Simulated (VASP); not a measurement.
# Be2C (Fm-3m) in VASP: single point with PBE

Aim: the single point of Be2C with PBE.

All numbers are computed with VASP 6.6.1; they aren't measurements. Logs are shortened: lines on timing, memory, paths and dates and some standing lists are left out, and cuts for length are marked.

**1. The cell of the first run**

It takes space group Fm-3m (No. 225, cubic). Conventional cell: a = 4.330 Å, b = 4.330 Å, c = 4.330 Å, α = 90.00°, β = 90.00°, γ = 90.00°. Be (site symmetry -43m) has 4 C at 1.87 Å and 6 Be at 2.17 Å within 2.5 Å. Within 2.5 Å of C (site symmetry m-3m) lie 8 Be at 1.87 Å.

**2. Single point, PBE**

The input, INCAR:

```
ALGO     = Normal         # electronic algorithm
EDIFF    = 1E-6           # SCF threshold, eV
ENCUT    = 600            # plane-wave cutoff, eV
GGA      = PE             # functional
GGA_COMPAT= False        
ISIF     = 2              # what is computed and relaxed
ISMEAR   = 0              # smearing method
LASPH    = True           # aspherical terms in the spheres
LCHARG   = True           # write CHGCAR
LELF     = True           # ELF
LREAL    = False          # projectors in reciprocal space
LVHAR    = True         
LWAVE    = False          # write WAVECAR
NBANDS   = 11             # bands
NELM     = 120            # most SCF steps
PREC     = Accurate       # precision mode
SIGMA    = 0.05           # smearing width, eV
```

The input, KPOINTS:

```
k-points
0
Gamma
  14 14 14
```

The input, POSCAR:

```
Be2C
1.0
    0.0000000000      2.1650005600      2.1650005600
    2.1650005600      0.0000000000      2.1650005600
    2.1650005600      2.1650005600      0.0000000000
Be C
2 1
Direct
    0.2500000000      0.2500000000      0.2500000000
    0.7500000000      0.7500000000      0.7500000000
    0.0000000000      0.0000000000      0.0000000000
```

Potentials or basis: VASP PAW PBE potentials, release 64 (Be, C).

On the command line:

```console
> cat potpaw_PBE.64/Be/POTCAR potpaw_PBE.64/C/POTCAR > POTCAR
> mpirun -np 1 vasp_std > vasp.out
```

OUTCAR:

```text
EDIFF = 1E-6
   ENCUT = 600
   GGA = PE
   ISIF = 2
   ISMEAR = 0
   LASPH = True
   LREAL = False
   NELM = 120
   PREC = Accurate

 ion  position               nearest neighbor table
   1  0.250  0.250  0.250-   3 1.87   3 1.87   3 1.87   3 1.87   2 2.17   2 2.17   2 2.17   2 2.17
                             2 2.17   2 2.17
   2  0.750  0.750  0.750-   3 1.87   3 1.87   3 1.87   3 1.87   1 2.17   1 2.17   1 2.17   1 2.17
                             1 2.17   1 2.17
   3  0.000  0.000  0.000-   2 1.87   2 1.87   2 1.87   1 1.87   2 1.87   1 1.87   1 1.87   1 1.87

  LATTYP: Found a face centered cubic cell.
 ALAT       =     4.3300011200

  Lattice vectors:

 A1 = (   0.0000000000,   2.1650005600,   2.1650005600)
 A2 = (   2.1650005600,   0.0000000000,   2.1650005600)
 A3 = (   2.1650005600,   2.1650005600,   0.0000000000)

Analysis of symmetry for initial positions (statically):
=====================================================================
 Subroutine PRICEL returns:
 Original cell was already a primitive cell.

 Routine SETGRP: Setting up the symmetry group for a
 face centered cubic supercell.

 Subroutine GETGRP returns: Found 48 space group operations
 (whereof 48 operations were pure point group operations)
 out of a pool of 48 trial point group operations.

The static configuration has the point symmetry O_h .

Analysis of symmetry for dynamics (positions and initial velocities):
=====================================================================
 Subroutine PRICEL returns:
 Original cell was already a primitive cell.

 Routine SETGRP: Setting up the symmetry group for a
 face centered cubic supercell.

 Subroutine GETGRP returns: Found 48 space group operations
 (whereof 48 operations were pure point group operations)
 out of a pool of 48 trial point group operations.

The dynamic configuration has the point symmetry O_h .

 Subroutine INISYM returns: Found 48 space group operations
 (whereof 48 operations are pure point group operations),
 and found     1 'primitive' translations

----------------------------------------------------------------------------------------

                                     Primitive cell

  volume of cell :      20.2957

  direct lattice vectors                    reciprocal lattice vectors
     0.000000000  2.165000560  2.165000560    -0.230946822  0.230946822  0.230946822
     2.165000560  0.000000000  2.165000560     0.230946822 -0.230946822  0.230946822
[... 90 lines left out ...]
   NSW    =      0    number of steps for IOM
   IBRION =     -1    ionic relax: 0-MD 1-quasi-New 2-CG
   NFREE  =      0    steps in history (QN), initial steepest desc. (CG)
   ISIF   =      2    stress and relaxation
   ISYM   =      2    0-nonsym 1-usesym 2-fastsym
   POTIM  = 0.5000    time-step for ionic-motion
   TEBEG  =    0.0;   TEEND  =   0.0 temperature during run
   PSTRESS=    0.0 pullay stress
   NELECT =       8.0000    total number of electrons
   NUPDOWN=      -1.0000    fix difference up-down
   EMIN   =  10.00;   EMAX   =-10.00  energy-range for DOS
   EFERMI =   0.00;   METHOD = LEGACY
   ISMEAR =     0;   SIGMA  =   0.05  broadening in eV -4-tet -1-fermi 0-gaus
   EFERMI_NEDOS =   21; number of points for ismear=-14 and -15
   IALGO  =     38    algorithm
   IMIX   =      4    mixing-type and parameters
     AMIX     =   0.40;   BMIX     =  1.00
     AMIX_MAG =   1.60;   BMIX_MAG =  1.00
  volume/ion in A,a.u.               =       6.77        45.65
  Fermi-wavevector in a.u.,A,eV,Ry     =   1.200338  2.268310 19.603421  1.440811
  Thomas-Fermi vector in A             =   2.336176
   LORBIT       =      0    0 simple, 1 ext, 2 COOP (PROOUT), +10 PAW based schemes
   GGA     = PE    functional components
   LHFCALC =     F    Hartree Fock is set to
   AEXX    =    0.0000 exact exchange contribution
   IVDW    =     0    specifies the selected vdW correction
   LEPSILON=     F    determine dielectric tensor
   LRPA    =     F    only Hartree local field effects (RPA)
 non-spin polarized calculation
 Gauss-broadening in eV      SIGMA  =   0.05
  energy-cutoff  :      600.00
  volume of cell :       20.30
 maximum number of plane-waves:       700
   NGX = 13   NGY = 13   NGZ = 13

 number of electron       8.0000000 magnetization

 Free energy of the ion-electron system (eV)
  ---------------------------------------------------
  ext. energy  EPLUGINS =         0.00000000
  ---------------------------------------------------
  free energy    TOTEN  =       -17.45703999 eV

  energy without entropy =      -17.45703999  energy(sigma->0) =      -17.45703999

 E-fermi :   7.9246     XC(G=0): -11.4363

 val. band max:        7.7233675639   @ k =   0.0000   0.0000   0.0000
 cond. band min:       8.8808260974   @ k =   0.5000   0.5000   0.0000
 fundamental gap:      1.1574585335
 Fermi energy:         7.9246013025

 k-point     1 :       0.0000    0.0000    0.0000
  band No.  band energies     occupation
      1      -7.3122      2.00000
      2       7.7234      2.00000
      3       7.7234      2.00000
      4       7.7234      2.00000
      5      11.8506      0.00000
      6      11.8506      0.00000
      7      11.8506      0.00000
      8      14.4677      0.00000
      9      20.8882      0.00000
     10      20.8882      0.00000
     11      20.8882      0.00000
[... 309 lines left out ...]
 k-point    24 :       0.2857    0.1429    0.0000
  band No.  band energies     occupation
      1      -6.1488      2.00000
      2       3.2644      2.00000
      3       5.2557      2.00000
      4       6.0552      2.00000
      5      12.6324      0.00000
      6      13.8912      0.00000
      7      14.9225      0.00000
      8      15.1540      0.00000
      9      19.0480      0.00000
     10      21.9138      0.00000
     11      23.5508      0.00000

 [... further k-points ...]
[... 5 lines left out ...]
  --------------------------------------------------------------------------------------
  -------------------------------------------------------------------------------------
  Total        0.0048078      0.0048078      0.0048078     -0.0000000     -0.0000000      0.0000000
  in kB        0.3795327      0.3795327      0.3795327     -0.0000000     -0.0000000      0.0000000
  external PRESSURE =       0.3795327 kB  Pullay stress =       0.0000000 kB

 VOLUME and BASIS-vectors are now :
 -----------------------------------------------------------------------------
  energy-cutoff  :      600.00
  volume of cell :       20.30
      direct lattice vectors                 reciprocal lattice vectors
     0.000000000  2.165000560  2.165000560    -0.230946822  0.230946822  0.230946822
     2.165000560  0.000000000  2.165000560     0.230946822 -0.230946822  0.230946822
     2.165000560  2.165000560  0.000000000     0.230946822  0.230946822 -0.230946822

 POSITION                                       TOTAL-FORCE (eV/Angst)
 -----------------------------------------------------------------------------------
      1.08250      1.08250      1.08250        -0.000000      0.000000     -0.000000
      3.24750      3.24750      3.24750         0.000000      0.000000      0.000000
      0.00000      0.00000      0.00000         0.000000     -0.000000     -0.000000
 -----------------------------------------------------------------------------------
    total drift:                               -0.000000     -0.000000      0.000000

  FREE ENERGIE OF THE ION-ELECTRON SYSTEM (eV)
  ---------------------------------------------------
  free  energy   TOTEN  =       -17.4570399915 eV

  energy  without entropy=      -17.4570399914  energy(sigma->0) =      -17.45703999
```

OSZICAR:

```text
N       E                     dE             d eps       ncg     rms          rms(c)
DAV:   1     0.638795225654E+01    0.63880E+01   -0.43313E+03  2288   0.752E+02
DAV:   2    -0.176540246201E+02   -0.24042E+02   -0.22320E+02  3005   0.133E+02
DAV:   3    -0.185559647496E+02   -0.90194E+00   -0.89761E+00  3022   0.196E+01
DAV:   4    -0.185611348612E+02   -0.51701E-02   -0.51691E-02  2694   0.168E+00
DAV:   5    -0.185611601264E+02   -0.25265E-04   -0.25264E-04  2895   0.108E-01    0.534E+00
DAV:   6    -0.175182618677E+02    0.10429E+01   -0.30880E+00  2369   0.834E+00    0.210E+00
DAV:   7    -0.174662335464E+02    0.52028E-01   -0.18558E-01  2807   0.298E+00    0.126E+00
DAV:   8    -0.174572328307E+02    0.90007E-02   -0.11300E-02  2483   0.120E+00    0.213E-01
DAV:   9    -0.174570392552E+02    0.19358E-03   -0.27728E-04  2924   0.106E-01    0.122E-01
DAV:  10    -0.174570405481E+02   -0.12929E-05   -0.15742E-04  2631   0.851E-02    0.115E-02
DAV:  11    -0.174570401058E+02    0.44223E-06   -0.19863E-05  2729   0.232E-02    0.288E-03
DAV:  12    -0.174570399915E+02    0.11438E-06   -0.78406E-07  1345   0.647E-03
   1 F= -.17457040E+02 E0= -.17457040E+02  d E =-.284707E-11
```

It took 22 s on 1 thread of Intel Xeon Platinum 8175M at 2.50GHz (Skylake/Cascade Lake), shared host; peak memory 0.15 GiB.

What came out:

| Quantity | Value |
| --- | --- |
| Free energy | -17.4570 eV |
| Pressure | 0.0 GPa |
| Band gap on the k mesh | 1.16 eV, indirect (least direct gap 4.13 eV) |

A k mesh can miss the band edges. Expect the measured gap to be larger: semilocal functionals such as PBE lack the derivative discontinuity.
